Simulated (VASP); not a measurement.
KZnF3:

```
Zn K F
1.0
     4.05000    0.00000    0.00000
     0.00000    4.05000    0.00000
     0.00000    0.00000    4.05000
Zn K F
1 1 3
Direct
  0.50000 0.50000 0.50000
  0.00000 0.00000 0.00000
  0.50000 0.00000 0.50000
  0.00000 0.50000 0.50000
  0.50000 0.50000 0.00000
```

Base run:

```yaml
Program: VASP 6.6.1
Functional: LDA
Potentials_or_basis: VASP PAW LDA potentials, release 64 (Zn, K_sv, F)
Cutoff: 520 eV
k_mesh: 7 × 7 × 7
Occupations: fermi-dirac, width 0.05 eV
Spin: no spin polarisation
```

Its results: band gap on the k mesh 3.71 eV, indirect (least direct gap 5.40 eV); pressure -4.3 GPa.

The run is repeated on the same cell with these changes: functional from LDA to PBEsol; potentials or basis from VASP PAW LDA potentials, release 64 (Zn, K_sv, F) to VASP PAW PBE potentials, release 64 (Zn, K_sv, F). What comes out?

Band gap on the k mesh 3.75 eV, indirect (least direct gap 5.50 eV); pressure 0.5 GPa.

Caveats: the PAW data sets were made with another functional, which shifts forces and pressure a little (some runs).

A k mesh can miss the band edges.
